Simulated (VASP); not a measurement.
# Si2W (I4/mmm) in VASP: notebook, part 2 of 2

VASP 6.6.1. The steps go on from the part before.

## Step 4: Single point, r2SCAN (uniaxial strain along c: +3.0 %, then relaxed in part)

Contents of POSCAR:

```
Si2W
1.0
    3.1950359019      0.0000000000      0.0000000000
    0.0000000000      3.1950359019      0.0000000000
    0.0000000000      0.0000000000      8.0387546816
Si W
4 2
Direct
    0.0000000000      0.0000000000      0.3354177455
    0.5000000000      0.5000000000      0.1645822545
    0.5000000000      0.5000000000      0.8354177455
    0.0000000000      0.0000000000      0.6645822545
    0.0000000000      0.0000000000      0.0000000000
    0.5000000000      0.5000000000      0.5000000000
```

Contents of INCAR.step1:

```
PREC     = Accurate       # precision mode
ENCUT    = 520            # plane-wave cutoff, eV
ISMEAR   = 0              # smearing method
SIGMA    = 0.1            # smearing width, eV
LREAL    = F              # projectors in reciprocal space
LASPH    = T              # aspherical terms in the spheres
NELM     = 60             # most SCF steps
NBANDS   = 31             # bands
GGA      = PE             # functional
ALGO     = Normal         # electronic algorithm
EDIFF    = 1E-4           # SCF threshold, eV
LWAVE    = T              # write WAVECAR
LCHARG   = F              # write CHGCAR
```

Contents of INCAR.step2:

```
PREC     = Accurate       # precision mode
ENCUT    = 520            # plane-wave cutoff, eV
EDIFF    = 1E-6           # SCF threshold, eV
ISMEAR   = 0              # smearing method
SIGMA    = 0.1            # smearing width, eV
LREAL    = F              # projectors in reciprocal space
LASPH    = T              # aspherical terms in the spheres
NELM     = 60             # most SCF steps
ALGO     = Normal         # electronic algorithm
ISIF     = 2              # what is computed and relaxed
LWAVE    = F              # write WAVECAR
LCHARG   = F              # write CHGCAR
METAGGA  = R2SCAN         # meta-GGA
LMIXTAU  = T            
NBANDS   = 31             # bands
ISTART   = 1
```

Contents of KPOINTS:

```
regular mesh
0
Gamma
  12 12 6
```

Potentials or basis: VASP PAW PBE potentials, release 64 (Si, W_sv).

Run with:

```bash
$ cat potpaw_PBE.64/Si/POTCAR potpaw_PBE.64/W_sv/POTCAR > POTCAR
$ cp INCAR.step1 INCAR
$ mpirun -np 1 vasp_std > vasp.out
$ cp INCAR.step2 INCAR
$ mpirun -np 1 vasp_std > vasp.out
```

OUTCAR:

```text
PREC = Accurate
   ENCUT = 520
   EDIFF = 1E-6
   ISMEAR = 0
   LREAL = F
   LASPH = T
   NELM = 60
   ISIF = 2
   METAGGA = R2SCAN
   ISTART = 1

 ion  position               nearest neighbor table
   1  0.000  0.000  0.335-   6 2.62   6 2.62   6 2.62   6 2.62   2 2.64   2 2.64   2 2.64   2 2.64
                             4 2.65   5 2.70
   2  0.500  0.500  0.165-   5 2.62   5 2.62   5 2.62   5 2.62   1 2.64   1 2.64   1 2.64   1 2.64
                             3 2.65   6 2.70
   3  0.500  0.500  0.835-   5 2.62   5 2.62   5 2.62   5 2.62   4 2.64   4 2.64   4 2.64   4 2.64
                             2 2.65   6 2.70
   4  0.000  0.000  0.665-   6 2.62   6 2.62   6 2.62   6 2.62   3 2.64   3 2.64   3 2.64   3 2.64
                             1 2.65   5 2.70
   5  0.000  0.000  0.000-   2 2.62   3 2.62   2 2.62   3 2.62   2 2.62   3 2.62   2 2.62   3 2.62
                             1 2.70   4 2.70
   6  0.500  0.500  0.500-   1 2.62   4 2.62   1 2.62   4 2.62   1 2.62   4 2.62   1 2.62   4 2.62
                             3 2.70   2 2.70

  LATTYP: Found a simple tetragonal cell.
 ALAT       =     3.1950359019
 C/A-ratio  =     2.5160138817

  Lattice vectors:

 A1 = (   3.1950359019,   0.0000000000,   0.0000000000)
 A2 = (   0.0000000000,   3.1950359019,   0.0000000000)
 A3 = (   0.0000000000,   0.0000000000,   8.0387546816)

Analysis of symmetry for initial positions (statically):
=====================================================================
 Subroutine PRICEL returns following result:

  LATTYP: Found a body centered tetragonal cell.
 ALAT       =     3.1950359019
 C/A-ratio  =     2.5160138817

  Lattice vectors:

 A1 = (  -1.5975179509,   1.5975179509,   4.0193773408)
 A2 = (   1.5975179510,  -1.5975179509,   4.0193773408)
 A3 = (   1.5975179509,   1.5975179509,  -4.0193773408)

   2 primitive cells build up your supercell.

 Routine SETGRP: Setting up the symmetry group for a
 simple tetragonal supercell.

 Subroutine GETGRP returns: Found 16 space group operations
 (whereof 16 operations were pure point group operations)
 out of a pool of 16 trial point group operations.

The static configuration has the point symmetry D_4h.

Analysis of symmetry for dynamics (positions and initial velocities):
=====================================================================
 Subroutine PRICEL returns following result:

  LATTYP: Found a body centered tetragonal cell.
 ALAT       =     3.1950359019
 C/A-ratio  =     2.5160138817

  Lattice vectors:

 A1 = (  -1.5975179509,   1.5975179509,   4.0193773408)
 A2 = (   1.5975179510,  -1.5975179509,   4.0193773408)
 A3 = (   1.5975179509,   1.5975179509,  -4.0193773408)

   2 primitive cells build up your supercell.

 Routine SETGRP: Setting up the symmetry group for a
 simple tetragonal supercell.

 Subroutine GETGRP returns: Found 16 space group operations
 (whereof 16 operations were pure point group operations)
 out of a pool of 16 trial point group operations.

The dynamic configuration has the point symmetry D_4h.

 Subroutine INISYM returns: Found 16 space group operations
 (whereof 16 operations are pure point group operations),
 and found     2 'primitive' translations

----------------------------------------------------------------------------------------

                                     Primitive cell

  volume of cell :      41.0308

  direct lattice vectors                    reciprocal lattice vectors
    -1.597517951  1.597517951  4.019377341     0.000000000  0.312985528  0.124397377
[... 48 lines left out ...]
  0.250000  0.000000  0.000000      4.000000
  0.333333  0.000000  0.000000      4.000000
  0.416667  0.000000  0.000000      4.000000
[... 16 lines left out ...]
  0.333333  0.333333  0.000000      4.000000
  0.416667  0.333333  0.000000      8.000000
 [... further k-points ...]
   k-points           NKPTS =    112   k-points in BZ     NKDIM =    112   number of bands    NBANDS=     31
   number of dos      NEDOS =    301   number of ions     NIONS =      6
   total plane-waves  NPLWV =  34560
   dimension x,y,z NGX =    24 NGY =   24 NGZ =   60
   dimension x,y,z NGXF=    48 NGYF=   48 NGZF=  120
   ions per type =               4   2
   NGX,Y,Z   is equivalent  to a cutoff of  12.49, 12.49, 12.41 a.u.
   NGXF,Y,Z  is equivalent  to a cutoff of  24.98, 24.98, 24.82 a.u.
 SYSTEM =  unknown system
   PREC   = accura    normal or accurate (medium, high low for compatibility)
   ISTART =      1    job   : 0-new  1-cont  2-samecut
   ICHARG =      0    charge: 1-file 2-atom 10-const
   ISPIN  =      1    spin polarized calculation?
   LNONCOLLINEAR =      F non collinear calculations
   LSORBIT =      F    spin-orbit coupling
   LASPH  =      T    aspherical Exc in radial PAW
   ENCUT  =  520.0 eV  38.22 Ry    6.18 a.u.   5.94  5.94 14.95*2*pi/ulx,y,z
   NELM   =     60;   NELMIN=  2; NELMDL=  0     # of ELM steps
   EDIFF  = 0.1E-05   stopping-criterion for ELM
   LREAL  =      F    real-space projection
   EDIFFG = 0.1E-04   stopping-criterion for IOM
   NSW    =      0    number of steps for IOM
   IBRION =     -1    ionic relax: 0-MD 1-quasi-New 2-CG
   NFREE  =      0    steps in history (QN), initial steepest desc. (CG)
   ISIF   =      2    stress and relaxation
   ISYM   =      2    0-nonsym 1-usesym 2-fastsym
   POTIM  = 0.5000    time-step for ionic-motion
   TEBEG  =    0.0;   TEEND  =   0.0 temperature during run
   PSTRESS=    0.0 pullay stress
   NELECT =      44.0000    total number of electrons
   NUPDOWN=      -1.0000    fix difference up-down
   EMIN   =  10.00;   EMAX   =-10.00  energy-range for DOS
   EFERMI =   0.00;   METHOD = LEGACY
   ISMEAR =     0;   SIGMA  =   0.10  broadening in eV -4-tet -1-fermi 0-gaus
   EFERMI_NEDOS =   21; number of points for ismear=-14 and -15
   IALGO  =     38    algorithm
   IMIX   =      4    mixing-type and parameters
     AMIX     =   0.40;   BMIX     =  1.00
     AMIX_MAG =   1.60;   BMIX_MAG =  1.00
  volume/ion in A,a.u.               =      13.68        92.30
  Fermi-wavevector in a.u.,A,eV,Ry     =   1.329982  2.513301 24.066680  1.768851
  Thomas-Fermi vector in A             =   2.459103
   LORBIT       =      0    0 simple, 1 ext, 2 COOP (PROOUT), +10 PAW based schemes
   METAGGA = R2SCAN    functional components
   LHFCALC =     F    Hartree Fock is set to
   AEXX    =    0.0000 exact exchange contribution
   IVDW    =     0    specifies the selected vdW correction
   LEPSILON=     F    determine dielectric tensor
   LRPA    =     F    only Hartree local field effects (RPA)
 non-spin polarized calculation
 Gauss-broadening in eV      SIGMA  =   0.10
  energy-cutoff  :      520.00
  volume of cell :       82.06
 maximum number of plane-waves:      2248
 NGX is ok and might be reduce to    24
   NGX = 11   NGY = 11   NGZ = 29

 number of electron      43.9999993 magnetization

 Free energy of the ion-electron system (eV)
  ---------------------------------------------------
  ext. energy  EPLUGINS =         0.00000000
  ---------------------------------------------------
  free energy    TOTEN  =      -139.51700786 eV

  energy without entropy =     -139.51428490  energy(sigma->0) =     -139.51564638

 E-fermi :  11.8397     XC(G=0): -13.4339

 val. band max:       11.8152590742   @ k =   0.0000   0.0000   0.1667
 cond. band min:      11.8523764171   @ k =   0.0833   0.0000   0.3333
 fundamental gap:      0.0371173429
 Fermi energy:        11.8396741512

 k-point     1 :       0.0000    0.0000    0.0000
  band No.  band energies     occupation
      1     -64.0593      2.00000
      2     -64.0593      2.00000
      3     -27.7115      2.00000
      4     -27.6956      2.00000
      5     -27.6300      2.00000
      6     -27.6300      2.00000
[... 805 lines left out ...]
     30      16.0717      0.00000
     31      17.1646      0.00000

 [... further k-points ...]
[... 5 lines left out ...]
  --------------------------------------------------------------------------------------
  -------------------------------------------------------------------------------------
  Total        0.1771795      0.1771795     -7.2906755      0.0000000     -0.0000000      0.0000000
  in kB        3.4592654      3.4592654   -142.3436470      0.0000000     -0.0000000      0.0000000
  external PRESSURE =     -45.1417054 kB  Pullay stress =       0.0000000 kB

 VOLUME and BASIS-vectors are now :
 -----------------------------------------------------------------------------
  energy-cutoff  :      520.00
  volume of cell :       82.06
      direct lattice vectors                 reciprocal lattice vectors
     3.195035902  0.000000000  0.000000000     0.312985528  0.000000000  0.000000000
     0.000000000  3.195035902  0.000000000     0.000000000  0.312985528  0.000000000
     0.000000000  0.000000000  8.038754682     0.000000000  0.000000000  0.124397377

 POSITION                                       TOTAL-FORCE (eV/Angst)
 -----------------------------------------------------------------------------------
      0.00000      0.00000      2.69634        -0.000000      0.000000     -0.003838
      1.59752      1.59752      1.32304        -0.000000     -0.000000      0.003838
      1.59752      1.59752      6.71572         0.000000     -0.000000     -0.003838
      0.00000      0.00000      5.34241        -0.000000      0.000000      0.003838
      0.00000      0.00000      0.00000        -0.000000     -0.000000      0.000000
      1.59752      1.59752      4.01938         0.000000      0.000000      0.000000
 -----------------------------------------------------------------------------------
    total drift:                                0.000000      0.000000     -0.000000

  FREE ENERGIE OF THE ION-ELECTRON SYSTEM (eV)
  ---------------------------------------------------
  free  energy   TOTEN  =      -139.5170078636 eV

  energy  without entropy=     -139.5142848992  energy(sigma->0) =     -139.51564638
```

It took 5.5 min on 1 thread of Intel Xeon Platinum 8559C (Emerald Rapids), shared host; peak memory 0.34 GiB.

Results:

```
Free energy            : -139.5170 eV
Pressure               : -4.5 GPa
Largest force          : 0.004 eV/Å
Band gap on the k mesh : zero (bands 22 and 23 overlap by 1.17 eV)
```

Forces in eV/Å, atoms in the order of the input:
```
Si   0.000  0.000 -0.004
Si   0.000  0.000  0.004
Si   0.000  0.000 -0.004
Si   0.000  0.000  0.004
W    0.000  0.000  0.000
W    0.000  0.000  0.000
```

Caveat: the cell differs from its parent crystal (uniaxial strain along c: +3.0 %, then relaxed in part); the stress differs along the axes, from -14 to 0 GPa; the PAW data sets were made with another functional, which shifts forces and pressure a little; spin-orbit coupling is left out, which moves the levels of the heavy elements.

## Step 5: Overview

| cell | gap on the mesh (eV) | pressure (GPa) | largest force (eV/Å) |
| --- | --- | --- | --- |
| a = 3.229, b = 3.229, c = 7.570 Å, 6 atoms, atomic positions A | none | 6.4 | 0.01 |
| a = 3.235, b = 3.235, c = 7.570 Å, 6 atoms, atomic positions A | none | 5.5 | 0.02 |
| a = 3.195, b = 3.195, c = 8.039 Å, 6 atoms, atomic positions B | none | -4.5 | - |

Alike in all rows: task single point; level r2SCAN; potentials or basis VASP PAW PBE potentials, release 64 (Si, W_sv); no spin polarisation; k mesh 12 × 12 × 6; cutoff (eV) 520; smearing gaussian 0.1 eV.

Caveats: the PAW data sets were made with another functional, which shifts forces and pressure a little; spin-orbit coupling is left out, which moves the levels of the heavy elements; the stress differs along the axes, from 0 to 19 GPa (at least some runs); the stress differs along the axes, from -1 to 18 GPa (at least some runs); the stress differs along the axes, from -14 to 0 GPa (at least some runs).

Total energies depend on the potentials used, so only differences within one code and one set of settings carry meaning.

The gap in the log of VASP goes by the Fermi energy; the results here count the filled bands.